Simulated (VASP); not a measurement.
# TiAl (Amm2) in VASP: notebook, part 2 of 2

VASP 6.6.1. The steps go on from the part before.

### Step 3. Single point, PBEsol (strain +0.0100 x Voigt [1, 0, 0, 0, 0, 0])

Contents of INCAR:

```
PREC     = Accurate       # precision mode
ENCUT    = 520            # plane-wave cutoff, eV
EDIFF    = 1E-6           # SCF threshold, eV
ISMEAR   = 0              # smearing method
SIGMA    = 0.15           # smearing width, eV
LREAL    = False          # projectors in reciprocal space
LASPH    = True           # aspherical terms in the spheres
NELM     = 100            # most SCF steps
ALGO     = Fast           # electronic algorithm
ISIF     = 2              # what is computed and relaxed
LWAVE    = False          # write WAVECAR
LCHARG   = False          # write CHGCAR
GGA      = PS             # functional
NBANDS   = 14             # bands
```

Contents of KPOINTS:

```
regular mesh
0
Gamma
  18 18 10
```

Contents of POSCAR:

```
TiAl
1.0
    2.8959348550      0.0000000000      0.0000000000
   -1.4479674275      2.4831219328      0.0000000000
    0.0000000000      0.0000000000      4.6780830000
Ti Al
1 1
Direct
    0.0000000000      0.0000000000      0.0000000000
    0.3333333333      0.6666666667      0.5000000000
```

Potentials or basis: VASP PAW PBE potentials, release 64 (Ti_sv, Al).

Command:

```bash
$ cat potpaw_PBE.64/Ti_sv/POTCAR potpaw_PBE.64/Al/POTCAR > POTCAR
$ mpirun -np 1 vasp_std > vasp.out
```

OUTCAR:

```text
PREC = Accurate
   ENCUT = 520
   EDIFF = 1E-6
   ISMEAR = 0
   LREAL = False
   LASPH = True
   NELM = 100
   ISIF = 2
   GGA = PS

 ion  position               nearest neighbor table
   1  0.000  0.000  0.000-   2 2.87   2 2.87   2 2.87   2 2.87   2 2.87   2 2.87
   2  0.333  0.667  0.500-   1 2.87   1 2.87   1 2.87   1 2.87   1 2.87   1 2.87

  Warning from LATTYP: Monoclinic adjustment (A1->A3, A2->A1, A3->A2)!
  LATTYP: Found a base centered orthorhombic cell.
 ALAT       =     2.8959348550
 B/A-ratio  =     1.7149017897
 C/A-ratio  =     1.6153964900
[... 591 lines left out ...]
      9       9.9757      0.00000
     10      10.1152      0.00000
     11      10.8801      0.00000
     12      11.7551      0.00000
     13      13.2848      0.00000
     14      16.0846      0.00000

 [... further k-points ...]
[... 5 lines left out ...]
  --------------------------------------------------------------------------------------
  -------------------------------------------------------------------------------------
  Total       -0.8227189     -0.6570138     -0.9051107      0.0000000      0.0000000      0.0000000
  in kB      -39.1838680    -31.2917851    -43.1079632      0.0000000      0.0000000      0.0000000
  external PRESSURE =     -37.8612054 kB  Pullay stress =       0.0000000 kB

 VOLUME and BASIS-vectors are now :
 -----------------------------------------------------------------------------
  energy-cutoff  :      520.00
  volume of cell :       33.64
      direct lattice vectors                 reciprocal lattice vectors
     2.895934855  0.000000000  0.000000000     0.345311635  0.201359423  0.000000000
    -1.447967428  2.483121933  0.000000000     0.000000000  0.402718846  0.000000000
     0.000000000  0.000000000  4.678083000     0.000000000  0.000000000  0.213762774

 POSITION                                       TOTAL-FORCE (eV/Angst)
 -----------------------------------------------------------------------------------
      0.00000      0.00000      0.00000        -0.000000     -0.029477      0.000000
     -0.00000      1.65541      2.33904         0.000000      0.029477      0.000000
 -----------------------------------------------------------------------------------
    total drift:                                0.000000      0.000532     -0.000000

  FREE ENERGIE OF THE ION-ELECTRON SYSTEM (eV)
  ---------------------------------------------------
  free  energy   TOTEN  =       -12.9327682133 eV

  energy  without entropy=      -12.9043146668  energy(sigma->0) =      -12.91854144
```

stdout:

```text
POSCAR found type information on POSCAR TiAl
 POSCAR found :  2 types and       2 ions
 scaLAPACK will be used
 -----------------------------------------------------------------------------
|                                                                             |
|                                                                             |
|     You enforced a specific xc type in the INCAR file but a different       |
|     I HOPE YOU KNOW WHAT YOU ARE DOING!                                     |
|                                                                             |
 -----------------------------------------------------------------------------

 LDA part: xc-table for (Slater+PW92), standard interpolation
 POSCAR, INCAR and KPOINTS ok, starting setup
 FFT: planning ... GRIDC
 FFT: planning ... GRID_SOFT
 FFT: planning ... GRID
 WAVECAR not read
 entering main loop
WARNING in EDDRMM: call to ZHEGV failed, returncode =   8  4     11
WARNING in EDDRMM: call to ZHEGV failed, returncode =   8  4     14
WARNING in EDDRMM: call to ZHEGV failed, returncode =   6  3      7
WARNING in EDDRMM: call to ZHEGV failed, returncode =   6  3     10
WARNING in EDDRMM: call to ZHEGV failed, returncode =   6  3      6
WARNING in EDDRMM: call to ZHEGV failed, returncode =   6  3      2
```

Wall time 14 min (1 thread of Intel Xeon 8259CL, shared host); peak memory 0.38 GiB.

What came out:

| Item | Value |
| --- | --- |
| Free energy | -12.9328 eV |
| Pressure | -3.8 GPa |
| Largest force | 0.029 eV/Å |
| Band gap on the k mesh | zero (an odd number of electrons rules out a gap without spin polarisation) |

Forces in eV/Å, atoms in the order of the input:
```
Ti   0.000 -0.029  0.000
Al   0.000  0.029  0.000
```

Levels at points of the mesh, in eV from the Fermi level:
```csv
k point,band 6,band 7,band 8,band 9,band 10,band 11
"(0.00, 0.00, 0.00)",-2.27,-1.78,1.20,1.32,2.70,2.73
"(0.50, 0.00, 0.00)",-2.85,-1.51,-0.97,2.08,3.88,4.03
"(0.00, 0.50, 0.00)",-2.75,-1.49,-0.96,2.02,3.91,4.03
"(0.00, 0.00, 0.50)",-5.24,-0.40,1.21,1.34,2.62,2.65
"(0.50, 0.00, 0.50)",-2.40,-1.80,0.48,0.94,1.88,2.91
"(0.00, 0.50, 0.50)",-2.33,-1.80,0.57,0.97,1.80,2.95
```

Caveat: the cell differs from its parent crystal (strain +0.0100 x Voigt [1, 0, 0, 0, 0, 0]); the cell stands under tension; the PAW data sets were made with another functional, which shifts forces and pressure a little.

### Step 4. Single point, PBEsol (strain +0.0150 x Voigt [1, 0, 0, 0, 0, 0])

Contents of INCAR:

```
SYSTEM = TiAl
  ALGO = Fast
  EDIFF = 1E-7
  ENCUT = 520
  GGA = PS
  ISIF = 2
  ISMEAR = 0
  LASPH = .TRUE.
  LCHARG = .FALSE.
  LREAL = .FALSE.
  LWAVE = .FALSE.
  NBANDS = 14
  NELM = 100
  PREC = Accurate
  SIGMA = 0.15
```

Contents of KPOINTS:

```
k-points
0
G
  18 18 10
  0 0 0
```

Contents of POSCAR:

```
TiAl
1.0
    2.9102711662      0.0000000000      0.0000000000
   -1.4551355831      2.4831219328      0.0000000000
    0.0000000000      0.0000000000      4.6780830000
Ti Al
1 1
Direct
    0.0000000000      0.0000000000      0.0000000000
    0.3333333333      0.6666666667      0.5000000000
```

Command:

```bash
$ cat potpaw_PBE.64/Ti_sv/POTCAR potpaw_PBE.64/Al/POTCAR > POTCAR
$ mpirun -np 1 vasp_std > vasp.out
```

Run time: 18 min. Hardware: 1 thread of Intel Xeon 8259CL, shared host; peak memory 0.38 GiB.

The run converged. Its results:

| Property | Result |
| --- | --- |
| Free energy | -12.9284 eV |
| Pressure | -4.2 GPa |
| Largest force | 0.044 eV/Å |
| Band gap on the k mesh | zero (an odd number of electrons rules out a gap without spin polarisation) |

Forces on the atoms (eV/Å):
```
Ti   0.000 -0.044  0.000
Al   0.000  0.044  0.000
```

Stress tensor (GPa, compression positive):
```
-4.63  0.00  0.00
 0.00 -3.48  0.00
 0.00  0.00 -4.59
```

Levels at points of the mesh, in eV from the Fermi level:
| k point | band 6 | band 7 | band 8 | band 9 | band 10 | band 11 |
| --- | --- | --- | --- | --- | --- | --- |
| (0.00, 0.00, 0.00) | -2.26 | -1.76 | 1.16 | 1.35 | 2.67 | 2.71 |
| (0.50, 0.00, 0.00) | -2.86 | -1.50 | -0.96 | 2.07 | 3.84 | 4.03 |
| (0.00, 0.50, 0.00) | -2.73 | -1.47 | -0.94 | 1.98 | 3.88 | 4.02 |
| (0.00, 0.00, 0.50) | -5.22 | -0.38 | 1.17 | 1.36 | 2.59 | 2.63 |
| (0.50, 0.00, 0.50) | -2.41 | -1.80 | 0.45 | 0.93 | 1.87 | 2.91 |
| (0.00, 0.50, 0.50) | -2.30 | -1.79 | 0.59 | 0.98 | 1.76 | 2.97 |

Caveat: the cell differs from its parent crystal (strain +0.0150 x Voigt [1, 0, 0, 0, 0, 0]); the cell stands under tension; the PAW data sets were made with another functional, which shifts forces and pressure a little.

### Step 5. Overview

```csv
cell,further INCAR settings,gap on the mesh (eV),pressure (GPa),largest force (eV/Å)
"a = 2.882, b = 2.871, c = 4.678 Å, angles 90.0, 90.0, 120.1°, 2 atoms",ALGO = Fast; EDIFF = 1e-07; NBANDS = 14,none,-3.3,0.01
"a = 2.896, b = 2.874, c = 4.678 Å, angles 90.0, 90.0, 120.2°, 2 atoms",ALGO = Fast; EDIFF = 1e-06; NBANDS = 14,none,-3.8,0.03
"a = 2.910, b = 2.878, c = 4.678 Å, angles 90.0, 90.0, 120.4°, 2 atoms",ALGO = Fast; EDIFF = 1e-07; NBANDS = 14,none,-4.2,0.04
```

Alike in all rows: task single point; level PBEsol; potentials or basis VASP PAW PBE potentials, release 64 (Ti_sv, Al); no spin polarisation; k mesh 18 × 18 × 10; cutoff (eV) 520; smearing gaussian 0.15 eV.

Caveats: the cell stands under tension; the PAW data sets were made with another functional, which shifts forces and pressure a little.

Total energies depend on the potentials used, so only differences within one code and one set of settings carry meaning.
